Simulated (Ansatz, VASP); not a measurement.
**SiB4W: VASP beside Ansatz**

```
CELL_PARAMETERS angstrom
2.92821 0.00000 0.00000
0.00000 2.92821 0.00000
0.00000 0.00000 6.63445
ATOMIC_POSITIONS crystal
Si 0.50000 0.50000 0.50000
B 0.50000 0.00000 0.73813
B 0.00000 0.50000 0.26187
B 0.50000 0.00000 0.26187
B 0.00000 0.50000 0.73813
W 0.00000 0.00000 0.00000
```

Change from the starting cell: species swapped into the NaHoF4 type (P4/mmm, No. 123).

Alike in both runs: functional PBE; k mesh 6 × 6 × 4; occupations gaussian, width 0.1 eV; no spin polarisation.

Ansatz relaxed the structure, and its values are those at the end. VASP's run is a single point on that final structure, the one shown.

|  | VASP | Ansatz |
| --- | --- | --- |
| version | VASP 6.6.1 | Ansatz 0.2.0 |
| potentials or method | VASP PAW PBE potentials, release 64 (Si, B, W_sv), cutoff 520 eV | scalar-relativistic, plane waves, PAW |
| valence electrons in the cell | 30 | 30 |

|  | VASP | Ansatz | Ansatz less VASP |
| --- | --- | --- | --- |
| gap on the k mesh at the Fermi level (eV) | none | none | - |
| pressure (GPa) | 0.1 | -0.1 | -0.13 |
| rms of the force components (eV/Å) | 0.010 | 0.001 | -0.0082 |

A gap of «none» marks a metal or a gap that the smearing closes.

Spin-orbit coupling is off throughout.
